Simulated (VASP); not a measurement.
Wanted: the native input for a VASP 6.6.1 run.

- Task: single point
- Functional: PBEsol
- Potentials or basis: VASP PAW PBE potentials, release 64 (Ni, Al)
- Cutoff: 520 eV
- k mesh: 9 × 9 × 1
- Occupations: gaussian, width 0.1 eV
- Spin: no spin polarisation
- Dipole correction: yes
- Further INCAR settings: ALGO = Normal; EDIFF = 1e-06; NBANDS = 64; NELMDL = -8

The structure of Al7Ni8 lies in POSCAR:

```
Al7Ni8
1.0
    4.0477133473      0.0000000000      0.0000000000
   -2.0238566737      3.5054225860      0.0000000000
    0.0000000000      0.0000000000     26.5673043804
Ni Al
8 7
Direct
    0.3333333333      0.6666666667      0.2925094767
    0.0000000000      0.0000000000      0.3421810004
    0.6666666667      0.3333333333      0.4064407225
    0.3333333333      0.6666666667      0.4694296653
    0.0000000000      0.0000000000      0.5305703113
    0.6666666667      0.3333333333      0.5935592642
    0.3333333333      0.6666666667      0.6578190207
    0.0000000000      0.0000000000      0.7074905459
    0.6666666667      0.3333333333      0.3108558313
    0.3333333333      0.6666666667      0.3776525194
    0.0000000000      0.0000000000      0.4371689157
    0.6666666667      0.3333333333      0.4999999890
    0.3333333333      0.6666666667      0.5628310650
    0.0000000000      0.0000000000      0.6223474663
    0.6666666667      0.3333333333      0.6891442063
```

The input as run:

INCAR

```
SYSTEM = Al7Ni8
PREC = Accurate
ENCUT = 520
EDIFF = 1E-6
ISMEAR = 0
SIGMA = 0.1
LREAL = .False.
LASPH = .True.
NELM = 120
ALGO = Normal
ISIF = 2
LWAVE = .False.
LCHARG = .True.
LDIPOL = .True.
IDIPOL = 3
DIPOL = 0.5 0.5 0.500
GGA = PS
LELF = .True.
LVHAR = .True.
LVACPOTAV = .True.
NBANDS = 64
GGA_COMPAT = .False.
NELMDL = -8
```

KPOINTS

```
Automatic mesh
0
Gamma
  9 9 1
  0 0 0
```

Potentials or basis: VASP PAW PBE potentials, release 64 (Ni, Al).

Command:

```sh
$ cat potpaw_PBE.64/Ni/POTCAR potpaw_PBE.64/Al/POTCAR > POTCAR
$ mpirun -np 1 vasp_std > vasp.out
```

It gave:

```
Largest force          : 0.030 eV/Å
Band gap on the k mesh : zero (an odd number of electrons rules out a gap without spin polarisation)
```

Caveat: the PAW data sets were made with another functional, which shifts forces and pressure a little.

It took 18 min on 1 thread of Intel(R) Xeon(R) 6975P-C (Granite Rapids) (shared host), peak memory 0.51 GiB.
